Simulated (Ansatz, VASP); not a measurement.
**SnO2 in VASP and in Ansatz**

INCAR

```
SYSTEM = SnO2
  PREC = Accurate
  ENCUT = 520
  EDIFF = 1E-7
  ISMEAR = 0
  SIGMA = 0.05
  LREAL = .FALSE.
  LASPH = .TRUE.
  NELM = 60
  ALGO = Normal
  ISIF = 2
  LWAVE = .FALSE.
  LCHARG = .FALSE.
  GGA = PE
  IVDW = 12
  NBANDS = 64
```

The input KPOINTS:

```
regular mesh
0
G
  6 6 6
  0 0 0
```

File POSCAR:

```
SnO2
1.0
    3.2373377712      1.8690778337      4.2908446647
   -3.2373377712      1.8690778337      4.2908446647
    0.0000000000     -3.7381556673      4.2908446647
Sn O
4 8
Direct
    0.8623687697      0.8659840021      0.8659840020
    0.3623980331      0.3659862451      0.8659893042
    0.3623980331      0.8659893044      0.3659862449
    0.8623800495      0.3659910275      0.3659910273
    0.1239339877      0.6197758518      0.6197758579
    0.6239381611      0.1198210695      0.6197870738
    0.6239381611      0.6197870677      0.1198210756
    0.6234358252      0.6008881090      0.6008881042
    0.1239396853      0.1198104835      0.1198104896
    0.1234616592      0.1008471182      0.6008712905
    0.1234616592      0.6008712954      0.1008471133
    0.6234467947      0.1008670142      0.1008670093
```

Input for Ansatz:

```yaml
crystal:
  lattice:
    - [3.2373377712, 1.8690778337, 4.2908446647]
    - [-3.2373377712, 1.8690778337, 4.2908446647]
    - [0.0, -3.7381556673, 4.2908446647]
  atoms:
    - { symbol: Sn, position: [0.8623687697, 0.8659840021, 0.865984002] }
    - { symbol: Sn, position: [0.3623980331, 0.3659862451, 0.8659893042] }
    - { symbol: Sn, position: [0.3623980331, 0.8659893044, 0.3659862449] }
    - { symbol: Sn, position: [0.8623800495, 0.3659910275, 0.3659910273] }
    - { symbol: O, position: [0.1239339877, 0.6197758518, 0.6197758579] }
    - { symbol: O, position: [0.6239381611, 0.1198210695, 0.6197870738] }
    - { symbol: O, position: [0.6239381611, 0.6197870677, 0.1198210756] }
    - { symbol: O, position: [0.6234358252, 0.600888109, 0.6008881042] }
    - { symbol: O, position: [0.1239396853, 0.1198104835, 0.1198104896] }
    - { symbol: O, position: [0.1234616592, 0.1008471182, 0.6008712905] }
    - { symbol: O, position: [0.1234616592, 0.6008712954, 0.1008471133] }
    - { symbol: O, position: [0.6234467947, 0.1008670142, 0.1008670093] }
basis:
  ecutwfc: 520.0
kpoints:
  mp_grid: { grid: [6, 6, 6] }
hamiltonian:
  xc: pbe
  pseudopotentials: { kind: paw, azcp: { folder: soft_1 } }
  dispersion: d3bj
scf:
  occupations: { method: gaussian, width: 0.05 }
output:
  forces: true
  stress: true
  eigenvalues: true
```

Change from the starting cell: mode 20 frozen in at +0.050 Å and mode 26 at -0.035 Å (largest displacements).

Alike in both runs: task single point; functional PBE; dispersion D3(BJ); k mesh 6 × 6 × 6; occupations gaussian, width 0.05 eV; no spin polarisation.

|  | VASP | Ansatz |
| --- | --- | --- |
| version | VASP 6.6.1 | Ansatz 0.2.0 |
| potentials or method | VASP PAW PBE potentials, release 64 (Sn_d, O), cutoff 520 eV | scalar-relativistic, plane waves, PAW |
| valence electrons in the cell | 104 | 104 |

|  | VASP | Ansatz | Ansatz less VASP |
| --- | --- | --- | --- |
| gap on the k mesh at the Fermi level (eV) | 1.55 | 1.57 | +0.020 |
| least direct gap on the mesh (eV) | 1.55 | 1.57 | +0.020 |
| pressure (GPa) | 1.4 | 0.7 | -0.69 |
| traceless stress, the component that is largest in VASP (GPa) | -3.07 | -3.02 | +0.053 |
| rms of the force components (eV/Å) | 0.496 | 0.482 | -0.0148 |

Atom by atom the forces differ by 0.030 eV/Å (rms over components).
